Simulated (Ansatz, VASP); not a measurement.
## Two plane-wave programs on NbGaSe3

```
CELL_PARAMETERS angstrom
5.69807 0.00000 0.00000
-2.84904 4.93468 0.00000
0.00000 0.00000 5.08603
ATOMIC_POSITIONS crystal
Nb 0.00000 0.00000 0.50000
Ga 0.00000 0.00000 0.00000
Se 0.50000 0.00000 0.00000
Se 0.00000 0.50000 0.00000
Se 0.50000 0.50000 0.00000
```

Alike in both runs: functional PBE; k mesh 6 × 6 × 4; occupations gaussian, width 0.1 eV; collinear spin.

Ansatz relaxed the structure, and its values are those at the end. VASP's run is a single point on that final structure, the one shown.

|  | VASP | Ansatz |
| --- | --- | --- |
| version | VASP 6.6.1 | Ansatz 0.2.0 |
| potentials or method | VASP PAW PBE potentials, release 64 (Nb_sv, Ga_d, Se), cutoff 520 eV | scalar-relativistic, plane waves, PAW |
| valence electrons in the cell | 44 | 74 |

|  | VASP | Ansatz | Ansatz less VASP |
| --- | --- | --- | --- |
| gap on the k mesh at the Fermi level (eV) | none | none | - |
| pressure (GPa) | 0.0 | 0.0 | -0.03 |
| net moment per atom (μB) | 0.51 | 0.51 | 0.000 |
| size of the moment on the site where the two differ most (μB) | 2.01 | 1.71 | -0.297 |

Site moments also hang on the region over which each program counts them. A gap of «none» marks a metal or a gap that the smearing closes. VASP's potentials hold 44 valence electrons a cell and Ansatz's 74, so a difference there can come from the potentials and not from the codes. Ansatz's warnings: no starting moments.
